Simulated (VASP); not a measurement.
A run of VASP 6.6.1:

The input POSCAR:

```
Sb
1.0
    0.0000000000      2.3864604735      2.3864604735
    2.3864604735      0.0000000000      2.3864604735
    2.3864604735      2.3864604735      0.0000000000
Sb
1
Direct
    0.0000000000      0.0000000000      0.0000000000
```

The input INCAR.step1:

```
SYSTEM = Sb
PREC = Accurate
ENCUT = 520
ISMEAR = -1
SIGMA = 0.1
LREAL = .False.
LASPH = .True.
NELM = 80
NBANDS = 8
GGA = PE
ALGO = Normal
EDIFF = 1E-4
LWAVE = .True.
LCHARG = .False.
```

Contents of INCAR.step2:

```
SYSTEM = Sb
PREC = Accurate
ENCUT = 520
EDIFF = 1E-6
ISMEAR = -1
SIGMA = 0.1
LREAL = .False.
LASPH = .True.
NELM = 80
ALGO = Normal
ISIF = 2
LWAVE = .False.
LCHARG = .True.
METAGGA = R2SCAN
LMIXTAU = .True.
LELF = .True.
LVHAR = .True.
NBANDS = 8
ISTART = 1
```

KPOINTS

```
regular mesh
0
Gamma
  6 6 6
  0 0 0
```

Potentials or basis: VASP PAW PBE potentials, release 64 (Sb).

Launch:

```bash
$ cat potpaw_PBE.64/Sb/POTCAR > POTCAR
$ cp INCAR.step1 INCAR
$ mpirun -np 1 vasp_std > vasp.out
$ cp INCAR.step2 INCAR
$ mpirun -np 1 vasp_std > vasp.out
```

Hardware: 1 thread of Intel Xeon 8259CL (shared host).

Problem. Estimate the wall time of this run.

Solution. Wall time 24 s on 1 thread of Intel Xeon 8259CL (shared host), peak memory 0.16 GiB. Counts: k points 16.
